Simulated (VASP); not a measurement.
# Na3ScTlP3 (P4mm) in VASP: a series of runs

Na3ScTlP3 is run at these levels: PBE; tasks: single point.

All numbers are computed with VASP 6.6.1; they aren't measurements. Logs are shortened: lines on timing, memory, paths and dates and some standing lists are left out, and cuts for length are marked.

### Step 1. The cell of the first run

Symmetry: P4mm, No. 99, tetragonal system. Conventional cell: a = 5.346 Å, b = 5.346 Å, c = 8.351 Å, α = 90.00°, β = 90.00°, γ = 90.00°. Na (site symmetry 2mm) has 3 P at 2.69 to 3.07 Å and 2 Sc at 3.44 Å within 3.6 Å. Within 3.6 Å of Na (site symmetry 4mm) lie 5 P at 2.75 to 3.47 Å and 1 Sc at 3.12 Å. Within 3.3 Å of Sc (site symmetry 4mm) lie 5 P at 2.48 to 2.82 Å and 1 Na at 3.12 Å. Within 3.5 Å of Tl (site symmetry 4mm) lie 4 P at 2.68 Å. Within 3.5 Å of P (site symmetry 2mm) lie 2 Tl at 2.68 Å and 2 Sc at 2.82 Å and 3 Na at 3.07 to 3.47 Å. P (site symmetry 4mm) has 1 Sc at 2.48 Å and 5 Na at 2.69 to 2.75 Å within 3.3 Å.

### Step 2. Single point, PBE

Input file INCAR:

```
PREC = Accurate
ENCUT = 520
EDIFF = 1E-6
ISMEAR = 0
SIGMA = 0.2
LREAL = F
LASPH = T
NELM = 60
ALGO = Normal
ISIF = 2
LWAVE = F
LCHARG = T
GGA = PE
LELF = T
LVHAR = T
NBANDS = 40
```

Input file KPOINTS:

```
regular mesh
0
Gamma
  4 4 4
```

Input file POSCAR:

```
Na3ScTlP3
1.0
    5.3464350173      0.0000000000      0.0000000000
    0.0000000000      5.3464350173      0.0000000000
    0.0000000000      0.0000000000      8.3510539074
Na Sc Tl P
3 1 1 3
Direct
    0.0000000000      0.5000000000      0.9376139275
    0.5000000000      0.0000000000      0.9376139275
    0.0000000000      0.0000000000      0.3050321866
    0.0000000000      0.0000000000      0.6787584191
    0.5000000000      0.5000000000      0.5534893778
    0.0000000000      0.5000000000      0.5694324887
    0.5000000000      0.0000000000      0.5694324887
    0.0000000000      0.0000000000      0.9760228039
```

Potentials or basis: VASP PAW PBE potentials, release 64 (Na_pv, Sc_sv, Tl_d, P).

Launch:

```console
$ cat potpaw_PBE.64/Na_pv/POTCAR potpaw_PBE.64/Sc_sv/POTCAR potpaw_PBE.64/Tl_d/POTCAR potpaw_PBE.64/P/POTCAR > POTCAR
$ mpirun -np 1 vasp_std > vasp.out
```

OUTCAR:

```text
PREC = Accurate
   ENCUT = 520
   EDIFF = 1E-6
   ISMEAR = 0
   LREAL = F
   LASPH = T
   NELM = 60
   ISIF = 2
   GGA = PE

 ion  position               nearest neighbor table
   1  0.000  0.500  0.938-   8 2.69   8 2.69
   2  0.500  0.000  0.938-   8 2.69   8 2.69
   3  0.000  0.000  0.305-   8 2.75
   4  0.000  0.000  0.679-   8 2.48   7 2.82   6 2.82   6 2.82   7 2.82
   5  0.500  0.500  0.553-   6 2.68   7 2.68   7 2.68   6 2.68
   6  0.000  0.500  0.569-   5 2.68   5 2.68   4 2.82   4 2.82
   7  0.500  0.000  0.569-   5 2.68   5 2.68   4 2.82   4 2.82
   8  0.000  0.000  0.976-   4 2.48   2 2.69   1 2.69   1 2.69   2 2.69   3 2.75

  LATTYP: Found a simple tetragonal cell.
 ALAT       =     5.3464350173
 C/A-ratio  =     1.5619854876

  Lattice vectors:

 A1 = (   5.3464350173,   0.0000000000,   0.0000000000)
 A2 = (   0.0000000000,   5.3464350173,   0.0000000000)
 A3 = (   0.0000000000,   0.0000000000,   8.3510539074)

Analysis of symmetry for initial positions (statically):
=====================================================================
 Subroutine PRICEL returns:
 Original cell was already a primitive cell.

 Routine SETGRP: Setting up the symmetry group for a
 simple tetragonal supercell.

 Subroutine GETGRP returns: Found  8 space group operations
 (whereof  8 operations were pure point group operations)
 out of a pool of 16 trial point group operations.

The static configuration has the point symmetry C_4v.

Analysis of symmetry for dynamics (positions and initial velocities):
=====================================================================
 Subroutine PRICEL returns:
 Original cell was already a primitive cell.

 Routine SETGRP: Setting up the symmetry group for a
 simple tetragonal supercell.

 Subroutine GETGRP returns: Found  8 space group operations
 (whereof  8 operations were pure point group operations)
 out of a pool of 16 trial point group operations.

The dynamic configuration has the point symmetry C_4v.

 Subroutine INISYM returns: Found  8 space group operations
 (whereof  8 operations are pure point group operations),
 and found     1 'primitive' translations

----------------------------------------------------------------------------------------

                                     Primitive cell

  volume of cell :     238.7096

  direct lattice vectors                    reciprocal lattice vectors
     5.346435017  0.000000000  0.000000000     0.187040523  0.000000000  0.000000000
     0.000000000  5.346435017  0.000000000     0.000000000  0.187040523  0.000000000
     0.000000000  0.000000000  8.351053907     0.000000000  0.000000000  0.119745365

  length of vectors
     5.346435017  5.346435017  8.351053907     0.187040523  0.187040523  0.119745365

  position of ions in fractional coordinates (direct lattice)
     0.000000000  0.500000000  0.937613928
     0.500000000  0.000000000  0.937613928
     0.000000000  0.000000000  0.305032187
     0.000000000  0.000000000  0.678758419
     0.500000000  0.500000000  0.553489378
     0.000000000  0.500000000  0.569432489
     0.500000000  0.000000000  0.569432489
     0.000000000  0.000000000  0.976022804

  ion indices of the primitive-cell ions
   primitive index   ion index
                 1           1
                 2           2
                 3           3
                 4           4
                 5           5
                 6           6
                 7           7
                 8           8

----------------------------------------------------------------------------------------

 KPOINTS: regular mesh

Automatic generation of k-mesh.
 Grid dimensions read from file:
 generate k-points for:    4    4    4

 Generating k-lattice:

  Cartesian coordinates                     Fractional coordinates (reciprocal lattice)
     0.046760131  0.000000000  0.000000000     0.250000000  0.000000000  0.000000000
     0.000000000  0.046760131  0.000000000     0.000000000  0.250000000  0.000000000
     0.000000000  0.000000000  0.029936341     0.000000000  0.000000000  0.250000000

  Length of vectors
     0.046760131  0.046760131  0.029936341

  Shift w.r.t. Gamma in fractional coordinates (k-lattice)
     0.000000000  0.000000000  0.000000000

 Subroutine IBZKPT returns following result:
 ===========================================

 Found     18 irreducible k-points:

 Following reciprocal coordinates:
            Coordinates               Weight
  0.000000  0.000000  0.000000      1.000000
  0.250000  0.000000  0.000000      4.000000
  0.500000  0.000000  0.000000      2.000000
  0.250000  0.250000  0.000000      4.000000
  0.500000  0.250000  0.000000      4.000000
  0.500000  0.500000  0.000000      1.000000
[... 10 lines left out ...]
  0.500000  0.250000  0.500000      4.000000
  0.500000  0.500000  0.500000      1.000000
   k-points           NKPTS =     18   k-points in BZ     NKDIM =     18   number of bands    NBANDS=     40
   number of dos      NEDOS =    301   number of ions     NIONS =      8
   total plane-waves  NPLWV = 102400
   dimension x,y,z NGX =    40 NGY =   40 NGZ =   64
   dimension x,y,z NGXF=    80 NGYF=   80 NGZF=  128
   ions per type =               3   1   1   3
   NGX,Y,Z   is equivalent  to a cutoff of  12.44, 12.44, 12.74 a.u.
   NGXF,Y,Z  is equivalent  to a cutoff of  24.88, 24.88, 25.48 a.u.
 SYSTEM =  unknown system
   PREC   = accura    normal or accurate (medium, high low for compatibility)
   ISTART =      0    job   : 0-new  1-cont  2-samecut
   ICHARG =      2    charge: 1-file 2-atom 10-const
   ISPIN  =      1    spin polarized calculation?
   LNONCOLLINEAR =      F non collinear calculations
   LSORBIT =      F    spin-orbit coupling
   LASPH  =      T    aspherical Exc in radial PAW
   ENCUT  =  520.0 eV  38.22 Ry    6.18 a.u.   9.94  9.94 15.53*2*pi/ulx,y,z
   NELM   =     60;   NELMIN=  2; NELMDL= -5     # of ELM steps
   EDIFF  = 0.1E-05   stopping-criterion for ELM
   LREAL  =      F    real-space projection
   EDIFFG = 0.1E-04   stopping-criterion for IOM
   NSW    =      0    number of steps for IOM
   IBRION =     -1    ionic relax: 0-MD 1-quasi-New 2-CG
   NFREE  =      0    steps in history (QN), initial steepest desc. (CG)
   ISIF   =      2    stress and relaxation
   ISYM   =      2    0-nonsym 1-usesym 2-fastsym
   POTIM  = 0.5000    time-step for ionic-motion
   TEBEG  =    0.0;   TEEND  =   0.0 temperature during run
   PSTRESS=    0.0 pullay stress
   NELECT =      60.0000    total number of electrons
   NUPDOWN=      -1.0000    fix difference up-down
   EMIN   =  10.00;   EMAX   =-10.00  energy-range for DOS
   EFERMI =   0.00;   METHOD = LEGACY
   ISMEAR =     0;   SIGMA  =   0.20  broadening in eV -4-tet -1-fermi 0-gaus
   EFERMI_NEDOS =   21; number of points for ismear=-14 and -15
   IALGO  =     38    algorithm
   IMIX   =      4    mixing-type and parameters
     AMIX     =   0.40;   BMIX     =  1.00
     AMIX_MAG =   1.60;   BMIX_MAG =  1.00
  volume/ion in A,a.u.               =      29.84       201.36
  Fermi-wavevector in a.u.,A,eV,Ry     =   1.033162  1.952394 14.523195  1.067425
  Thomas-Fermi vector in A             =   2.167396
   LORBIT       =      0    0 simple, 1 ext, 2 COOP (PROOUT), +10 PAW based schemes
   GGA     = PE    functional components
   LHFCALC =     F    Hartree Fock is set to
   AEXX    =    0.0000 exact exchange contribution
   IVDW    =     0    specifies the selected vdW correction
   LEPSILON=     F    determine dielectric tensor
   LRPA    =     F    only Hartree local field effects (RPA)
 non-spin polarized calculation
 Gauss-broadening in eV      SIGMA  =   0.20
  energy-cutoff  :      520.00
  volume of cell :      238.71
 maximum number of plane-waves:      6456
 NGX is ok and might be reduce to    40
   NGX = 19   NGY = 19   NGZ = 31

 number of electron      59.9999978 magnetization

 Free energy of the ion-electron system (eV)
  ---------------------------------------------------
  ext. energy  EPLUGINS =         0.00000000
  ---------------------------------------------------
  free energy    TOTEN  =       -30.91280332 eV

  energy without entropy =      -30.87996630  energy(sigma->0) =      -30.89638481

 E-fermi :   1.6999     XC(G=0):  -7.5488

 val. band max:        1.5469064161   @ k =   0.2500   0.2500   0.5000
 cond. band min:       1.8859654101   @ k =   0.2500   0.2500   0.0000
 fundamental gap:      0.3390589939
 Fermi energy:         1.6998983565

 k-point     1 :       0.0000    0.0000    0.0000
  band No.  band energies     occupation
      1     -47.6098      2.00000
      2     -26.2463      2.00000
      3     -26.2463      2.00000
      4     -26.2166      2.00000
      5     -22.3941      2.00000
      6     -22.3941      2.00000
[... 32 lines left out ...]
     39       5.8875      0.00000
     40       6.4928      0.00000

 k-point     2 :       0.2500    0.0000    0.0000
  band No.  band energies     occupation
      1     -47.6098      2.00000
      2     -26.2472      2.00000
      3     -26.2463      2.00000
      4     -26.2166      2.00000
      5     -22.3942      2.00000
      6     -22.3941      2.00000
[... 32 lines left out ...]
     39       6.1158      0.00000
     40       6.5308      0.00000

 k-point     3 :       0.5000    0.0000    0.0000
  band No.  band energies     occupation
      1     -47.6097      2.00000
      2     -26.2481      2.00000
      3     -26.2463      2.00000
      4     -26.2165      2.00000
      5     -22.3944      2.00000
      6     -22.3941      2.00000
[... 595 lines left out ...]
  band No.  band energies     occupation
      1     -47.6097      2.00000
      2     -26.2481      2.00000
      3     -26.2471      2.00000
      4     -26.2165      2.00000
      5     -22.3944      2.00000
      6     -22.3942      2.00000
[... 32 lines left out ...]
     39       5.7725      0.00000
     40       6.0275      0.00000

 k-point    18 :       0.5000    0.5000    0.5000
  band No.  band energies     occupation
      1     -47.6097      2.00000
      2     -26.2480      2.00000
      3     -26.2480      2.00000
      4     -26.2164      2.00000
      5     -22.3943      2.00000
      6     -22.3943      2.00000
[... 32 lines left out ...]
     39       6.1421      0.00000
     40       6.1818      0.00000

------------------------ aborting loop because EDIFF is reached ----------------------------------------

  FORCE on cell =-STRESS in cart. coord.  units (eV):
  Direction    XX          YY          ZZ          XY          YZ          ZX
  --------------------------------------------------------------------------------------
  -------------------------------------------------------------------------------------
  Total        0.3406363      0.3406363     -0.0011478      0.0000000     -0.0000000      0.0000000
  in kB        2.2862916      2.2862916     -0.0077037      0.0000000     -0.0000000      0.0000000
  external PRESSURE =       1.5216265 kB  Pullay stress =       0.0000000 kB

 VOLUME and BASIS-vectors are now :
 -----------------------------------------------------------------------------
  energy-cutoff  :      520.00
  volume of cell :      238.71
      direct lattice vectors                 reciprocal lattice vectors
     5.346435017  0.000000000  0.000000000     0.187040523  0.000000000  0.000000000
     0.000000000  5.346435017  0.000000000     0.000000000  0.187040523  0.000000000
     0.000000000  0.000000000  8.351053907     0.000000000  0.000000000  0.119745365

 POSITION                                       TOTAL-FORCE (eV/Angst)
 -----------------------------------------------------------------------------------
      0.00000      2.67322      7.83006         0.000000      0.000000     -0.006399
      2.67322      0.00000      7.83006        -0.000000      0.000000     -0.006399
      0.00000      0.00000      2.54734         0.000000     -0.000000      0.004736
      0.00000      0.00000      5.66835         0.000000      0.000000     -0.031899
      2.67322      2.67322      4.62222         0.000000      0.000000     -0.019243
      0.00000      2.67322      4.75536         0.000000     -0.000000      0.020520
      2.67322      0.00000      4.75536         0.000000      0.000000      0.020520
      0.00000      0.00000      8.15082         0.000000      0.000000      0.018164
 -----------------------------------------------------------------------------------
    total drift:                               -0.000000      0.000000      0.000451

  FREE ENERGIE OF THE ION-ELECTRON SYSTEM (eV)
  ---------------------------------------------------
  free  energy   TOTEN  =       -30.9128033164 eV

  energy  without entropy=      -30.8799663024  energy(sigma->0) =      -30.89638481
```

Run time: 3.7 min. Hardware: 1 thread of Intel Xeon Platinum 8259CL at 2.50GHz (Skylake/Cascade Lake), shared host; peak memory 0.42 GiB.

Results:

- Free energy: -30.9128 eV
- Pressure: 0.2 GPa
- Largest force: 0.032 eV/Å
- Band gap on the k mesh: zero (bands 30 and 31 overlap by 0.94 eV)

Forces in eV/Å, atoms in the order of the input:
```
Na   0.000  0.000 -0.006
Na   0.000  0.000 -0.006
Na   0.000  0.000  0.005
Sc   0.000  0.000 -0.032
Tl   0.000  0.000 -0.019
P    0.000  0.000  0.021
P    0.000  0.000  0.021
P    0.000  0.000  0.018
```

Stress tensor (GPa, compression positive):
```
0.23 0.00 0.00
0.00 0.23 0.00
0.00 0.00 0.00
```

Caveat: spin-orbit coupling is left out, which moves the levels of the heavy elements.

[end of part 1 of 2]

The gap in the log of VASP goes by the Fermi energy; the results here count the filled bands.